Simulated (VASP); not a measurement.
# AlRu (NiAs type) (P6_3/mmc) in VASP: notebook

Runs on AlRu (NiAs type). Level: PBE. Tasks: single point.

Everything below comes from runs of VASP 6.6.1. Logs are shortened: lines on timing, memory, paths and dates and some standing lists are left out, and cuts for length are marked.

**1. The cell of the first run**

The structure is hexagonal, space group P6_3/mmc (No. 194). The conventional cell has a = 2.764 Å, b = 2.764 Å, c = 7.573 Å, α = 90.00°, β = 90.00°, γ = 120.00°. Ru (site symmetry -3m) has 6 Al at 2.48 Å and 6 Ru at 2.76 Å within 3.3 Å. Al (site symmetry -6m2) has 6 Ru at 2.48 Å and 6 Al at 2.76 Å within 3.3 Å.

**2. Single point, PBE**

Contents of INCAR:

```
SYSTEM = AlRu
ALGO = Normal ; EDIFF = 1E-6
ENCUT = 520 ; GGA = PE
ISIF = 2 ; ISMEAR = -1
LASPH = .True. ; LCHARG = .False.
LREAL = .False. ; LWAVE = .False.
NBANDS = 25 ; NELM = 80
PREC = Accurate ; SIGMA = 0.1
```

Contents of KPOINTS:

```
k-points
0
Gamma
  10 10 6
  0 0 0
```

Contents of POSCAR:

```
AlRu
1.0
    2.7642578140      0.0000000000      0.0000000000
   -1.3821289070      2.3939174896      0.0000000000
    0.0000000000      0.0000000000      7.5729007078
Ru Al
2 2
Direct
    0.0000000000      0.0000000000      0.0000000000
    0.0000000000      0.0000000000      0.5000000000
    0.3333333333      0.6666666667      0.2500000000
    0.6666666667      0.3333333333      0.7500000000
```

Potentials or basis: VASP PAW PBE potentials, release 64 (Ru_pv, Al).

Command:

```
$ cat potpaw_PBE.64/Ru_pv/POTCAR potpaw_PBE.64/Al/POTCAR > POTCAR
$ mpirun -np 1 vasp_std > vasp.out
```

OUTCAR:

```text
SYSTEM = AlRu
   EDIFF = 1E-6
   ENCUT = 520
   GGA = PE
   ISIF = 2
   ISMEAR = -1
   LASPH = .True.
   LREAL = .False.
   NELM = 80
   PREC = Accurate

 ion  position               nearest neighbor table
   1  0.000  0.000  0.000-   3 2.48   4 2.48   4 2.48   3 2.48   4 2.48   3 2.48
   2  0.000  0.000  0.500-   3 2.48   4 2.48   4 2.48   3 2.48   4 2.48   3 2.48
   3  0.333  0.667  0.250-   1 2.48   2 2.48   1 2.48   2 2.48   1 2.48   2 2.48
   4  0.667  0.333  0.750-   1 2.48   2 2.48   1 2.48   2 2.48   1 2.48   2 2.48

  LATTYP: Found a hexagonal cell.
 ALAT       =     2.7642578140
 C/A-ratio  =     2.7395782946

  Lattice vectors:

 A1 = (   2.7642578140,   0.0000000000,   0.0000000000)
 A2 = (  -1.3821289070,   2.3939174896,   0.0000000000)
 A3 = (   0.0000000000,   0.0000000000,   7.5729007078)

Analysis of symmetry for initial positions (statically):
=====================================================================
 Subroutine PRICEL returns:
 Original cell was already a primitive cell.

 Routine SETGRP: Setting up the symmetry group for a
 hexagonal supercell.

 Subroutine GETGRP returns: Found 24 space group operations
 (whereof 12 operations were pure point group operations)
 out of a pool of 24 trial point group operations.

The static configuration has the point symmetry D_3d.
 The point group associated with its full space group is D_6h.

Analysis of symmetry for dynamics (positions and initial velocities):
=====================================================================
 Subroutine PRICEL returns:
 Original cell was already a primitive cell.

 Routine SETGRP: Setting up the symmetry group for a
 hexagonal supercell.

 Subroutine GETGRP returns: Found 24 space group operations
 (whereof 12 operations were pure point group operations)
 out of a pool of 24 trial point group operations.

The dynamic configuration has the point symmetry D_3d.
 The point group associated with its full space group is D_6h.

 Subroutine INISYM returns: Found 24 space group operations
 (whereof 12 operations are pure point group operations),
 and found     1 'primitive' translations

----------------------------------------------------------------------------------------

                                     Primitive cell

  volume of cell :      50.1130

  direct lattice vectors                    reciprocal lattice vectors
     2.764257814  0.000000000  0.000000000     0.361760757  0.208862671  0.000000000
    -1.382128907  2.393917490  0.000000000     0.000000000  0.417725341  0.000000000
[... 90 lines left out ...]
   LREAL  =      F    real-space projection
   EDIFFG = 0.1E-04   stopping-criterion for IOM
   NSW    =      0    number of steps for IOM
   IBRION =     -1    ionic relax: 0-MD 1-quasi-New 2-CG
   NFREE  =      0    steps in history (QN), initial steepest desc. (CG)
   ISIF   =      2    stress and relaxation
   ISYM   =      2    0-nonsym 1-usesym 2-fastsym
   POTIM  = 0.5000    time-step for ionic-motion
   TEBEG  =    0.0;   TEEND  =   0.0 temperature during run
   PSTRESS=    0.0 pullay stress
   NELECT =      34.0000    total number of electrons
   NUPDOWN=      -1.0000    fix difference up-down
   EMIN   =  10.00;   EMAX   =-10.00  energy-range for DOS
   EFERMI =   0.00;   METHOD = LEGACY
   ISMEAR =    -1;   SIGMA  =   0.10  broadening in eV -4-tet -1-fermi 0-gaus
   EFERMI_NEDOS =   21; number of points for ismear=-14 and -15
   IALGO  =     38    algorithm
   IMIX   =      4    mixing-type and parameters
     AMIX     =   0.40;   BMIX     =  1.00
     AMIX_MAG =   1.60;   BMIX_MAG =  1.00
  volume/ion in A,a.u.               =      12.53        84.54
  Fermi-wavevector in a.u.,A,eV,Ry     =   1.438526  2.718421 28.155324  2.069358
  Thomas-Fermi vector in A             =   2.557483
   LORBIT       =      0    0 simple, 1 ext, 2 COOP (PROOUT), +10 PAW based schemes
   GGA     = PE    functional components
   LHFCALC =     F    Hartree Fock is set to
   AEXX    =    0.0000 exact exchange contribution
   IVDW    =     0    specifies the selected vdW correction
   LEPSILON=     F    determine dielectric tensor
   LRPA    =     F    only Hartree local field effects (RPA)
 non-spin polarized calculation
  energy-cutoff  :      520.00
  volume of cell :       50.11
 maximum number of plane-waves:      1363
 NGX is ok and might be reduce to    24
   NGX = 11   NGY = 11   NGZ = 29

 number of electron      34.0000011 magnetization

 Free energy of the ion-electron system (eV)
  ---------------------------------------------------
  ext. energy  EPLUGINS =         0.00000000
  ---------------------------------------------------
  free energy    TOTEN  =       -27.30119150 eV

  energy without entropy =      -27.21918695  energy(sigma->0) =      -27.26018923

 E-fermi :  12.0208     XC(G=0): -12.8964

 val. band max:       12.0189256252   @ k =   0.2000   0.1000   0.0000
 cond. band min:      12.0291225554   @ k =   0.1000   0.1000   0.3333
 fundamental gap:      0.0101969302
 Fermi energy:        12.0207969740

 k-point     1 :       0.0000    0.0000    0.0000
  band No.  band energies     occupation
      1     -30.2342      2.00000
      2     -30.2102      2.00000
      3     -30.0386      2.00000
      4     -30.0386      2.00000
      5     -30.0380      2.00000
      6     -30.0380      2.00000
[... 661 lines left out ...]
     24      19.2575      0.00000
     25      19.4464      0.00000

 [... further k-points ...]

------------------------ aborting loop because EDIFF is reached ----------------------------------------

  FORCE on cell =-STRESS in cart. coord.  units (eV):
  Direction    XX          YY          ZZ          XY          YZ          ZX
  --------------------------------------------------------------------------------------
  -------------------------------------------------------------------------------------
  Total        9.3862275      9.3862275      9.3835033     -0.0000000      0.0000000      0.0000000
  in kB      300.0901041    300.0901041    300.0030065     -0.0000000      0.0000000      0.0000000
  external PRESSURE =     300.0610716 kB  Pullay stress =       0.0000000 kB

 VOLUME and BASIS-vectors are now :
 -----------------------------------------------------------------------------
  energy-cutoff  :      520.00
  volume of cell :       50.11
      direct lattice vectors                 reciprocal lattice vectors
     2.764257814  0.000000000  0.000000000     0.361760757  0.208862671  0.000000000
    -1.382128907  2.393917490  0.000000000     0.000000000  0.417725341  0.000000000
     0.000000000  0.000000000  7.572900708     0.000000000  0.000000000  0.132049797

 POSITION                                       TOTAL-FORCE (eV/Angst)
 -----------------------------------------------------------------------------------
      0.00000      0.00000      0.00000        -0.000000      0.000000      0.000000
      0.00000      0.00000      3.78645        -0.000000      0.000000      0.000000
     -0.00000      1.59594      1.89323         0.000000     -0.000000      0.000000
      1.38213      0.79797      5.67968        -0.000000      0.000000     -0.000000
 -----------------------------------------------------------------------------------
    total drift:                               -0.000000      0.000000      0.000000

  FREE ENERGIE OF THE ION-ELECTRON SYSTEM (eV)
  ---------------------------------------------------
  free  energy   TOTEN  =       -27.3011914980 eV

  energy  without entropy=      -27.2191869525  energy(sigma->0) =      -27.26018923
```

stdout:

```text
POSCAR found type information on POSCAR RuAl
 POSCAR found :  2 types and       4 ions
 scaLAPACK will be used
 LDA part: xc-table for (Slater+PW92), standard interpolation
 POSCAR, INCAR and KPOINTS ok, starting setup
 FFT: planning ... GRIDC
 FFT: planning ... GRID_SOFT
 FFT: planning ... GRID
 WAVECAR not read
 entering main loop
```

It took 83 s on 1 thread of Intel Xeon 8259CL, shared host; peak memory 0.21 GiB.

What came out:

```
Free energy            : -27.3012 eV
Pressure               : 30.0 GPa
Band gap on the k mesh : zero (bands 17 and 18 overlap by 2.88 eV)
```

Caveat: the cell stands under pressure.

**3. Single point, PBE**

Contents of INCAR:

```
ALGO = Normal ; EDIFF = 1E-7
ENCUT = 520 ; GGA = PE
ISIF = 2 ; ISMEAR = -1
LASPH = True ; LCHARG = False
LREAL = False ; LWAVE = False
NBANDS = 25 ; NELM = 100
PREC = Accurate ; SIGMA = 0.1
```

Contents of KPOINTS:

```
k-points
0
Gamma
  10 10 6
```

POSCAR is that of step 2.

Potentials or basis: VASP PAW PBE potentials, release 64 (Ru_pv, Al).

Command:

```
$ cat potpaw_PBE.64/Ru_pv/POTCAR potpaw_PBE.64/Al/POTCAR > POTCAR
$ mpirun -np 1 vasp_std > vasp.out
```

OUTCAR:

```text
EDIFF = 1E-7
   ENCUT = 520
   GGA = PE
   ISIF = 2
   ISMEAR = -1
   LASPH = True
   LREAL = False
   NELM = 100
   PREC = Accurate

 ion  position               nearest neighbor table
   1  0.000  0.000  0.000-   3 2.48   4 2.48   4 2.48   3 2.48   4 2.48   3 2.48
   2  0.000  0.000  0.500-   3 2.48   4 2.48   4 2.48   3 2.48   4 2.48   3 2.48
   3  0.333  0.667  0.250-   1 2.48   2 2.48   1 2.48   2 2.48   1 2.48   2 2.48
   4  0.667  0.333  0.750-   1 2.48   2 2.48   1 2.48   2 2.48   1 2.48   2 2.48

  LATTYP: Found a hexagonal cell.
 ALAT       =     2.7642578140
 C/A-ratio  =     2.7395782946

  Lattice vectors:

 A1 = (   2.7642578140,   0.0000000000,   0.0000000000)
 A2 = (  -1.3821289070,   2.3939174896,   0.0000000000)
 A3 = (   0.0000000000,   0.0000000000,   7.5729007078)

Analysis of symmetry for initial positions (statically):
=====================================================================
 Subroutine PRICEL returns:
 Original cell was already a primitive cell.

 Routine SETGRP: Setting up the symmetry group for a
 hexagonal supercell.

 Subroutine GETGRP returns: Found 24 space group operations
 (whereof 12 operations were pure point group operations)
 out of a pool of 24 trial point group operations.

The static configuration has the point symmetry D_3d.
 The point group associated with its full space group is D_6h.

Analysis of symmetry for dynamics (positions and initial velocities):
=====================================================================
 Subroutine PRICEL returns:
 Original cell was already a primitive cell.

 Routine SETGRP: Setting up the symmetry group for a
 hexagonal supercell.

 Subroutine GETGRP returns: Found 24 space group operations
 (whereof 12 operations were pure point group operations)
 out of a pool of 24 trial point group operations.

The dynamic configuration has the point symmetry D_3d.
 The point group associated with its full space group is D_6h.

 Subroutine INISYM returns: Found 24 space group operations
 (whereof 12 operations are pure point group operations),
 and found     1 'primitive' translations

----------------------------------------------------------------------------------------

                                     Primitive cell

  volume of cell :      50.1130

  direct lattice vectors                    reciprocal lattice vectors
     2.764257814  0.000000000  0.000000000     0.361760757  0.208862671  0.000000000
    -1.382128907  2.393917490  0.000000000     0.000000000  0.417725341  0.000000000
     0.000000000  0.000000000  7.572900708     0.000000000  0.000000000  0.132049797

  length of vectors
     2.764257814  2.764257814  7.572900708     0.417725341  0.417725341  0.132049797

  position of ions in fractional coordinates (direct lattice)
     0.000000000  0.000000000  0.000000000
     0.000000000  0.000000000  0.500000000
     0.333333333  0.666666667  0.250000000
     0.666666667  0.333333333  0.750000000

  ion indices of the primitive-cell ions
   primitive index   ion index
                 1           1
                 2           2
                 3           3
                 4           4

----------------------------------------------------------------------------------------

 KPOINTS: k-points

[... 22 lines left out ...]
 Following reciprocal coordinates:
            Coordinates               Weight
  0.000000  0.000000  0.000000      1.000000
  0.100000 -0.000000  0.000000      6.000000
  0.200000 -0.000000  0.000000      6.000000
  0.300000  0.000000  0.000000      6.000000
  0.400000 -0.000000  0.000000      6.000000
  0.500000  0.000000  0.000000      3.000000
[... 16 lines left out ...]
  0.300000  0.100000  0.166667     24.000000
  0.400000  0.100000  0.166667     24.000000
 [... further k-points ...]
   k-points           NKPTS =     56   k-points in BZ     NKDIM =     56   number of bands    NBANDS=     25
   number of dos      NEDOS =    301   number of ions     NIONS =      4
   total plane-waves  NPLWV =  32256
   dimension x,y,z NGX =    24 NGY =   24 NGZ =   56
   dimension x,y,z NGXF=    48 NGYF=   48 NGZF=  112
   ions per type =               2   2
   NGX,Y,Z   is equivalent  to a cutoff of  14.43, 14.43, 12.29 a.u.
   NGXF,Y,Z  is equivalent  to a cutoff of  28.87, 28.87, 24.59 a.u.
 SYSTEM =  unknown system
   PREC   = accura    normal or accurate (medium, high low for compatibility)
   ISTART =      0    job   : 0-new  1-cont  2-samecut
   ICHARG =      2    charge: 1-file 2-atom 10-const
   ISPIN  =      1    spin polarized calculation?
   LNONCOLLINEAR =      F non collinear calculations
   LSORBIT =      F    spin-orbit coupling
   LASPH  =      T    aspherical Exc in radial PAW
   ENCUT  =  520.0 eV  38.22 Ry    6.18 a.u.   5.14  5.14 14.08*2*pi/ulx,y,z
   NELM   =    100;   NELMIN=  2; NELMDL= -5     # of ELM steps
   EDIFF  = 0.1E-06   stopping-criterion for ELM
   LREAL  =      F    real-space projection
   EDIFFG = 0.1E-05   stopping-criterion for IOM
   NSW    =      0    number of steps for IOM
   IBRION =     -1    ionic relax: 0-MD 1-quasi-New 2-CG
   NFREE  =      0    steps in history (QN), initial steepest desc. (CG)
   ISIF   =      2    stress and relaxation
   ISYM   =      2    0-nonsym 1-usesym 2-fastsym
   POTIM  = 0.5000    time-step for ionic-motion
   TEBEG  =    0.0;   TEEND  =   0.0 temperature during run
   PSTRESS=    0.0 pullay stress
   NELECT =      34.0000    total number of electrons
   NUPDOWN=      -1.0000    fix difference up-down
   EMIN   =  10.00;   EMAX   =-10.00  energy-range for DOS
   EFERMI =   0.00;   METHOD = LEGACY
   ISMEAR =    -1;   SIGMA  =   0.10  broadening in eV -4-tet -1-fermi 0-gaus
   EFERMI_NEDOS =   21; number of points for ismear=-14 and -15
   IALGO  =     38    algorithm
   IMIX   =      4    mixing-type and parameters
     AMIX     =   0.40;   BMIX     =  1.00
     AMIX_MAG =   1.60;   BMIX_MAG =  1.00
  volume/ion in A,a.u.               =      12.53        84.54
  Fermi-wavevector in a.u.,A,eV,Ry     =   1.438526  2.718421 28.155324  2.069358
  Thomas-Fermi vector in A             =   2.557483
   LORBIT       =      0    0 simple, 1 ext, 2 COOP (PROOUT), +10 PAW based schemes
   GGA     = PE    functional components
   LHFCALC =     F    Hartree Fock is set to
   AEXX    =    0.0000 exact exchange contribution
   IVDW    =     0    specifies the selected vdW correction
   LEPSILON=     F    determine dielectric tensor
   LRPA    =     F    only Hartree local field effects (RPA)
 non-spin polarized calculation
  energy-cutoff  :      520.00
  volume of cell :       50.11
 maximum number of plane-waves:      1363
 NGX is ok and might be reduce to    24
   NGX = 11   NGY = 11   NGZ = 29

 number of electron      34.0000011 magnetization

 Free energy of the ion-electron system (eV)
  ---------------------------------------------------
  ext. energy  EPLUGINS =         0.00000000
  ---------------------------------------------------
  free energy    TOTEN  =       -27.30119192 eV

  energy without entropy =      -27.21919127  energy(sigma->0) =      -27.26019160

 E-fermi :  12.0206     XC(G=0): -12.8964

 val. band max:       12.0187672676   @ k =   0.2000   0.1000   0.0000
 cond. band min:      12.0289813463   @ k =   0.1000   0.1000   0.3333
 fundamental gap:      0.0102140787
 Fermi energy:        12.0206469377

 k-point     1 :       0.0000    0.0000    0.0000
  band No.  band energies     occupation
      1     -30.2345      2.00000
      2     -30.2105      2.00000
      3     -30.0388      2.00000
      4     -30.0388      2.00000
      5     -30.0382      2.00000
      6     -30.0382      2.00000
[... 661 lines left out ...]
     24      19.2575      0.00000
     25      19.4463      0.00000

 [... further k-points ...]

------------------------ aborting loop because EDIFF is reached ----------------------------------------

  FORCE on cell =-STRESS in cart. coord.  units (eV):
  Direction    XX          YY          ZZ          XY          YZ          ZX
  --------------------------------------------------------------------------------------
  -------------------------------------------------------------------------------------
  Total        9.3877219      9.3877219      9.3868541      0.0000000      0.0000000      0.0000000
  in kB      300.1378822    300.1378822    300.1101374      0.0000000      0.0000000      0.0000000
  external PRESSURE =     300.1286339 kB  Pullay stress =       0.0000000 kB

 VOLUME and BASIS-vectors are now :
 -----------------------------------------------------------------------------
  energy-cutoff  :      520.00
  volume of cell :       50.11
      direct lattice vectors                 reciprocal lattice vectors
     2.764257814  0.000000000  0.000000000     0.361760757  0.208862671  0.000000000
    -1.382128907  2.393917490  0.000000000     0.000000000  0.417725341  0.000000000
     0.000000000  0.000000000  7.572900708     0.000000000  0.000000000  0.132049797

 POSITION                                       TOTAL-FORCE (eV/Angst)
 -----------------------------------------------------------------------------------
      0.00000      0.00000      0.00000         0.000000      0.000000      0.000000
      0.00000      0.00000      3.78645        -0.000000      0.000000      0.000000
     -0.00000      1.59594      1.89323         0.000000      0.000000      0.000000
      1.38213      0.79797      5.67968        -0.000000      0.000000     -0.000000
 -----------------------------------------------------------------------------------
    total drift:                               -0.000000      0.000000      0.000000

  FREE ENERGIE OF THE ION-ELECTRON SYSTEM (eV)
  ---------------------------------------------------
  free  energy   TOTEN  =       -27.3011919227 eV

  energy  without entropy=      -27.2191912722  energy(sigma->0) =      -27.26019160
```

OSZICAR:

```text
N       E                     dE             d eps       ncg     rms          rms(c)
DAV:   1     0.302151158436E+03    0.30215E+03   -0.18791E+04  2824   0.136E+03
DAV:   2    -0.209418117263E+02   -0.32309E+03   -0.31190E+03  2940   0.399E+02
DAV:   3    -0.287760011724E+02   -0.78342E+01   -0.77058E+01  3426   0.647E+01
DAV:   4    -0.288609826955E+02   -0.84982E-01   -0.84902E-01  3314   0.651E+00
DAV:   5    -0.288630653244E+02   -0.20826E-02   -0.20825E-02  3599   0.959E-01    0.210E+01
DAV:   6    -0.275779269771E+02    0.12851E+01   -0.64877E+00  3081   0.216E+01    0.412E+00
DAV:   7    -0.273625638790E+02    0.21536E+00   -0.80716E-01  3030   0.756E+00    0.420E+00
DAV:   8    -0.273022807396E+02    0.60283E-01   -0.11767E-01  3351   0.301E+00    0.521E-01
DAV:   9    -0.273013350911E+02    0.94565E-03   -0.35791E-03  3865   0.381E-01    0.315E-01
DAV:  10    -0.273012375567E+02    0.97534E-04   -0.52807E-04  3257   0.200E-01    0.818E-02
DAV:  11    -0.273011923087E+02    0.45248E-04   -0.11691E-04  3306   0.955E-02    0.338E-02
DAV:  12    -0.273011914987E+02    0.80998E-06   -0.38907E-06  3655   0.120E-02    0.716E-03
DAV:  13    -0.273011917688E+02   -0.27010E-06   -0.23555E-07  3148   0.326E-03    0.785E-04
DAV:  14    -0.273011918739E+02   -0.10510E-06   -0.10659E-08  1831   0.682E-04    0.308E-04
DAV:  15    -0.273011919227E+02   -0.48821E-07   -0.22214E-09  1726   0.248E-04
   1 F= -.27301192E+02 E0= -.27260192E+02  d E =-.820007E-01
```

Wall time 89 s (1 thread of Intel Xeon 8259CL, shared host); peak memory 0.21 GiB.

Results:

```yaml
Free_energy: -27.3012 eV
Pressure: 30.0 GPa
Band_gap_on_the_k_mesh: zero (bands 17 and 18 overlap by 2.88 eV)
```

Caveat: the cell stands under pressure.
